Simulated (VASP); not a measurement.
# Zn7O (P-3m1) in VASP: further runs, part 2 of 2

VASP 6.6.1. Earlier steps stand in the parts before.

## Step 3: Relaxation of cell and atoms, PBE

This run uses another cell than the first one, of 13.30 Å³/atom.

File INCAR:

```
SYSTEM = Zn7O
ALGO     = Normal         ! electronic algorithm
EDIFF    = 1E-6           ! SCF threshold, eV
EDIFFG   = -0.08          ! ionic threshold
ENCUT    = 600            ! plane-wave cutoff, eV
GGA      = PE             ! functional
IBRION   = 2              ! ionic algorithm
ISIF     = 3              ! what is computed and relaxed
ISMEAR   = 0              ! smearing method
LASPH    = .TRUE.         ! aspherical terms in the spheres
LCHARG   = .FALSE.        ! write CHGCAR
LREAL    = .FALSE.        ! projectors in reciprocal space
LWAVE    = .FALSE.        ! write WAVECAR
NELM     = 80             ! most SCF steps
NSW      = 36             ! ionic steps
PREC     = Accurate       ! precision mode
SIGMA    = 0.2            ! smearing width, eV
```

File KPOINTS:

```
k-points
0
G
  7 7 1
  0 0 0
```

File POSCAR:

```
Zn7O
1.0
    2.7500000000      0.0000000000      0.0000000000
   -1.3750000000      2.3815698600      0.0000000000
    0.0000000000      0.0000000000     16.2500000000
Zn O
7 1
Direct
    0.6666666700      0.3333333300      0.9200000000
    0.3333333300      0.6666666700      0.0800000000
    0.0000000000      0.0000000000      0.2200000000
    0.3333333300      0.6666666700      0.3600000000
    0.0000000000      0.0000000000      0.7800000000
    0.6666666700      0.3333333300      0.6400000000
    0.0000000000      0.0000000000      0.5000000000
    0.0000000000      0.0000000000      0.0000000000
```

Potentials or basis: VASP PAW PBE potentials, release 64 (Zn, O).

Launch:

```bash
cat potpaw_PBE.64/Zn/POTCAR potpaw_PBE.64/O/POTCAR > POTCAR
mpirun -np 1 vasp_std > vasp.out
```

OUTCAR:

```text
SYSTEM = Zn7O
   EDIFF = 1E-6
   EDIFFG = -0.08
   ENCUT = 600
   GGA = PE
   IBRION = 2
   ISIF = 3
   ISMEAR = 0
   LASPH = .TRUE.
   LREAL = .FALSE.
   NELM = 80
   NSW = 36
   PREC = Accurate

 ion  position               nearest neighbor table
   1  0.667  0.333  0.920-   8 2.05   8 2.05   8 2.05   5 2.77   5 2.77   5 2.77   2 3.05   2 3.05
                             2 3.05
   2  0.333  0.667  0.080-   8 2.05   8 2.05   8 2.05   3 2.77   3 2.77   3 2.77   1 3.05   1 3.05
                             1 3.05
   3  0.000  0.000  0.220-   2 2.77   4 2.77   2 2.77   4 2.77   2 2.77   4 2.77
   4  0.333  0.667  0.360-   3 2.77   7 2.77   3 2.77   7 2.77   3 2.77   7 2.77
   5  0.000  0.000  0.780-   1 2.77   6 2.77   1 2.77   6 2.77   1 2.77   6 2.77
   6  0.667  0.333  0.640-   5 2.77   7 2.77   5 2.77   7 2.77   5 2.77   7 2.77
   7  0.000  0.000  0.500-   4 2.77   6 2.77   4 2.77   6 2.77   6 2.77   4 2.77
   8  0.000  0.000  0.000-   1 2.05   2 2.05   2 2.05   1 2.05   1 2.05   2 2.05

  LATTYP: Found a hexagonal cell.
 ALAT       =     2.7500000000
 C/A-ratio  =     5.9090909091

  Lattice vectors:

 A1 = (   2.7500000000,   0.0000000000,   0.0000000000)
 A2 = (  -1.3750000000,   2.3815698600,   0.0000000000)
 A3 = (   0.0000000000,   0.0000000000,  16.2500000000)

Analysis of symmetry for initial positions (statically):
[... 174 lines left out ...]
  FORCE on cell =-STRESS in cart. coord.  units (eV):
  Direction    XX          YY          ZZ          XY          YZ          ZX
  --------------------------------------------------------------------------------------
  -------------------------------------------------------------------------------------
  Total        6.1968397      6.1968397      6.0938720      0.0000000      0.0000000      0.0000000
  in kB       93.2892200     93.2892200     91.7391101      0.0000000      0.0000000      0.0000000
  external PRESSURE =      92.7725167 kB  Pullay stress =       0.0000000 kB
[... 107 lines left out ...]
  FREE ENERGIE OF THE ION-ELECTRON SYSTEM (eV)
  ---------------------------------------------------
  free  energy   TOTEN  =       -14.3798328494 eV

  energy  without entropy=      -14.3381888760  energy(sigma->0) =      -14.35901086

[... ionic steps 4 to 11 ...]

--------------------------------------- Ionic step       12  -------------------------------------------

 number of electron      90.0000040 magnetization

------------------------ aborting loop because EDIFF is reached ----------------------------------------
[... 79 lines left out ...]
--------------------------------------- Ionic step       14  -------------------------------------------

 number of electron      90.0000056 magnetization

 Free energy of the ion-electron system (eV)
  ---------------------------------------------------
  ext. energy  EPLUGINS =         0.00000000
  ---------------------------------------------------
  free energy    TOTEN  =       -14.44356689 eV

  energy without entropy =      -14.40067389  energy(sigma->0) =      -14.42212039

 E-fermi :   3.3319     XC(G=0): -11.5033

 val. band max:        3.3262267058   @ k =   0.2857   0.2857   0.0000
 cond. band min:       3.3627916771   @ k =   0.4286   0.1429   0.0000
 fundamental gap:      0.0365649714
 Fermi energy:         3.3318794187

 k-point     1 :       0.0000    0.0000    0.0000
  band No.  band energies     occupation
      1     -16.6863      2.00000
      2      -6.7195      2.00000
      3      -6.6723      2.00000
      4      -5.6367      2.00000
      5      -5.5426      2.00000
      6      -5.0468      2.00000
[... 480 lines left out ...]
  FREE ENERGIE OF THE ION-ELECTRON SYSTEM (eV)
  ---------------------------------------------------
  free  energy   TOTEN  =       -14.4435668854 eV

  energy  without entropy=      -14.4006738946  energy(sigma->0) =      -14.42212039

 reached required accuracy - stopping structural energy minimisation
```

OSZICAR:

```text
N       E                     dE             d eps       ncg     rms          rms(c)
DAV:   1     0.764212428852E+03    0.76421E+03   -0.46875E+04   864   0.293E+03
DAV:   2     0.741686609892E+02   -0.69004E+03   -0.66909E+03   864   0.577E+02
DAV:   3    -0.122654370993E+02   -0.86434E+02   -0.84242E+02   906   0.183E+02
[... 162 lines left out ...]
DAV:   5    -0.144435500280E+02    0.19636E-03   -0.96284E-04  1064   0.372E-01    0.133E-02
DAV:   6    -0.144435716178E+02   -0.21590E-04   -0.25946E-04   888   0.121E-01    0.146E-02
DAV:   7    -0.144435688423E+02    0.27756E-05   -0.46192E-06   886   0.356E-02    0.901E-03
DAV:   8    -0.144435672514E+02    0.15909E-05   -0.88261E-06   988   0.616E-02    0.444E-03
DAV:   9    -0.144435668854E+02    0.36598E-06   -0.37377E-06   716   0.296E-02
  14 F= -.14443567E+02 E0= -.14422120E+02  d E =-.206875E-02
```

Wall time 20 min (1 thread of AMD EPYC 7R13, shared host); peak memory 0.27 GiB.

What came out:

- Free energy: -14.4436 eV
- Relaxed volume: 14.37 Å³/atom
- Relaxed cell: a = 2.885 Å, b = 2.885 Å, c = 15.944 Å, α = 90.00°, β = 90.00°, γ = 120.00°
- Space group after relaxing (to 0.1 Å): P-3m1 (No. 164)
- Energy gained by relaxing: 49.1 meV/atom
- Ionic steps: 14
- Pressure after relaxing: 0.1 GPa
- Largest force after relaxing: 0.065 eV/Å
- Band gap on the k mesh: zero (bands 45 and 46 overlap by 1.49 eV)

Forces on the atoms (eV/Å):
```
Zn   0.000  0.000  0.019
Zn   0.000  0.000 -0.019
Zn   0.000  0.000  0.065
Zn   0.000  0.000  0.035
Zn   0.000  0.000 -0.065
Zn   0.000  0.000 -0.035
Zn   0.000  0.000  0.000
O    0.000  0.000  0.000
```

Stress tensor (GPa, compression positive):
```
0.04 0.00 0.00
0.00 0.04 0.00
0.00 0.00 0.17
```

The path:
| step | energy change (eV) | largest force (eV/Å) | pressure (GPa) | volume (Å³) |
| --- | --- | --- | --- | --- |
| 1 | 0.0000 | 1.6927 | 9.28 | 106.43 |
| 2 | -0.2861 | 0.4431 | -2.82 | 118.74 |
| 3 | -0.3290 | 0.1003 | -0.29 | 115.17 |
| 4 | -0.3289 | 0.1017 | -0.02 | 114.99 |
| 5 | -0.3416 | 0.0853 | -0.03 | 114.97 |
| 6 | -0.3742 | 0.1395 | 0.07 | 114.89 |
| 7 | -0.3559 | 0.3244 | 0.72 | 114.51 |
| 8 | -0.3845 | 0.1579 | 0.43 | 114.72 |
| 9 | -0.3879 | 0.1198 | 0.20 | 114.82 |
| 10 | -0.3890 | 0.0978 | 0.24 | 114.79 |
| 11 | -0.3905 | 0.0957 | 0.01 | 115.46 |
| 12 | -0.3906 | 0.0961 | -0.33 | 115.35 |
| 13 | -0.3907 | 0.0962 | -0.24 | 115.26 |
| 14 | -0.3927 | 0.0648 | 0.08 | 114.95 |

Final structure:
```
Zn O
1.0
     2.88527    0.00000    0.00000
    -1.44263    2.49871    0.00000
     0.00000    0.00000   15.94376
Zn O
7 1
Direct
  0.66667 0.33333 0.91454
  0.33333 0.66667 0.08546
  0.00000 0.00000 0.21895
  0.33333 0.66667 0.35872
  0.00000 0.00000 0.78105
  0.66667 0.33333 0.64128
  0.00000 0.00000 0.50000
  0.00000 0.00000 0.00000
```

Caveat: the k points lie up to 0.39 Å⁻¹ apart in the final cell, too coarse for converged energies and pressures of a metal; the relaxation stopped at a loose force limit of 0.08 eV/Å, so its end isn't a converged minimum.

## Step 4: Single point, PBE

File INCAR:

```
ALGO = Normal
EDIFF = 1E-6
ENCUT = 520
GGA = PE
ISIF = 2
ISMEAR = 0
LASPH = T
LCHARG = T
LELF = T
LREAL = F
LVHAR = T
LWAVE = F
NBANDS = 55
NELM = 60
PREC = Accurate
SIGMA = 0.1
```

File KPOINTS:

```
k-points
0
Gamma
  12 12 2
```

File POSCAR:

```
Zn7O
1.0
    2.9275287257      0.0000000000      0.0000000000
   -1.4637643628      2.5353142468      0.0000000000
    0.0000000000      0.0000000000     15.3202326915
Zn O
7 1
Direct
    0.6666666667      0.3333333333      0.9118582349
    0.3333333333      0.6666666667      0.0881417651
    0.0000000000      0.0000000000      0.2241579988
    0.3333333333      0.6666666667      0.3609565853
    0.0000000000      0.0000000000      0.7758420012
    0.6666666667      0.3333333333      0.6390434147
    0.0000000000      0.0000000000      0.5000000000
    0.0000000000      0.0000000000      0.0000000000
```

Launch:

```bash
cat potpaw_PBE.64/Zn/POTCAR potpaw_PBE.64/O/POTCAR > POTCAR
mpirun -np 1 vasp_std > vasp.out
```

Run time: 8.8 min. Hardware: 1 thread of AMD EPYC 7R13, shared host; peak memory 0.31 GiB.

Results (log left out):

- Free energy: -14.5130 eV
- Pressure: 0.3 GPa
- Largest force: 0.038 eV/Å
- Band gap on the k mesh: zero (bands 45 and 46 overlap by 2.00 eV)

Forces on the atoms (eV/Å):
```
Zn   0.000  0.000 -0.038
Zn   0.000  0.000  0.038
Zn   0.000  0.000 -0.002
Zn   0.000  0.000  0.002
Zn   0.000  0.000  0.002
Zn   0.000  0.000 -0.002
Zn   0.000  0.000  0.000
O    0.000  0.000  0.000
```

Stress tensor (GPa, compression positive):
```
0.28 0.00 0.00
0.00 0.28 0.00
0.00 0.00 0.39
```

Levels at points of the mesh, in eV from the Fermi level:
| k point | band 41 | band 42 | band 43 | band 44 | band 45 | band 46 | band 47 | band 48 | band 49 | band 50 |
| --- | --- | --- | --- | --- | --- | --- | --- | --- | --- | --- |
| (0.00, 0.00, 0.00) | -5.40 | -5.05 | -2.43 | -2.43 | -2.39 | -0.32 | 3.16 | 3.39 | 8.09 | 8.50 |
| (0.50, 0.00, 0.00) | -3.15 | -3.13 | -2.87 | -2.25 | -1.71 | -0.33 | -0.12 | 0.51 | 1.53 | 2.52 |
| (0.00, 0.00, 0.50) | -6.24 | -3.66 | -3.53 | -2.43 | -2.43 | 0.90 | 1.25 | 5.57 | 5.78 | 10.96 |
| (0.50, 0.00, 0.50) | -3.13 | -2.99 | -2.97 | -2.42 | -1.21 | -1.04 | 0.22 | 0.73 | 1.25 | 2.51 |

## Step 5: The runs side by side

| task | cell | k mesh | cutoff (eV) | smearing | gap on the mesh (eV) | pressure (GPa) | largest force (eV/Å) |
| --- | --- | --- | --- | --- | --- | --- | --- |
| single point | a = 2.917, b = 2.917, c = 15.440 Å, angles 90.0, 90.0, 120.0°, 8 atoms, atomic positions A | 7 × 7 × 1 | 520 | gaussian 0.2 eV | none | 0.4 | 0.06 |
| relaxation of cell and atoms | relaxed from a = 2.750, b = 2.750, c = 16.250 Å, angles 90.0, 90.0, 120.0°, 8 atoms, atomic positions B | 7 × 7 × 1 | 600 | gaussian 0.2 eV | none | 0.1 | 0.06 |
| single point | a = 2.928, b = 2.928, c = 15.320 Å, angles 90.0, 90.0, 120.0°, 8 atoms, atomic positions C | 12 × 12 × 2 | 520 | gaussian 0.1 eV | none | 0.3 | 0.04 |

Alike in all rows: level PBE; potentials or basis VASP PAW PBE potentials, release 64 (Zn, O); no spin polarisation.

Caveats: some runs use coarse meshes; the relaxation stopped at a loose force limit of 0.08 eV/Å, so its end isn't a converged minimum (at least some runs).

Total energies depend on the potentials used, so only differences within one code and one set of settings carry meaning.
